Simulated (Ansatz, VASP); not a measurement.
## Si in VASP and in Ansatz

```
CELL_PARAMETERS angstrom
0.00000 2.72185 2.72185
2.72185 0.00000 2.72185
2.72185 2.72185 0.00000
ATOMIC_POSITIONS crystal
Si 0.50000 0.50000 0.50000
Si 0.75000 0.75000 0.75000
```

Alike in both runs: task single point; functional LDA; k mesh 8 × 8 × 8; occupations fermi-dirac, width 0.15 eV; no spin polarisation.

```csv
,VASP,Ansatz
version,VASP 6.6.1,Ansatz 0.2.0
potentials or method,"VASP PAW LDA potentials, release 64 (Si), cutoff 520 eV","all-electron LAPW, point nuclei"
```

|  | VASP | Ansatz | Ansatz less VASP |
| --- | --- | --- | --- |
| gap on the k mesh at the Fermi level (eV) | 0.53 | 0.53 | +0.004 |
| least direct gap on the mesh (eV) | 2.52 | 2.53 | +0.004 |
| pressure (GPa) | -2.1 | -2.2 | -0.09 |

LDA's correlation is that of Perdew and Zunger in VASP and of Perdew and Wang (1992) in Ansatz. Ansatz ran all-electron here, and VASP with PAW potentials.
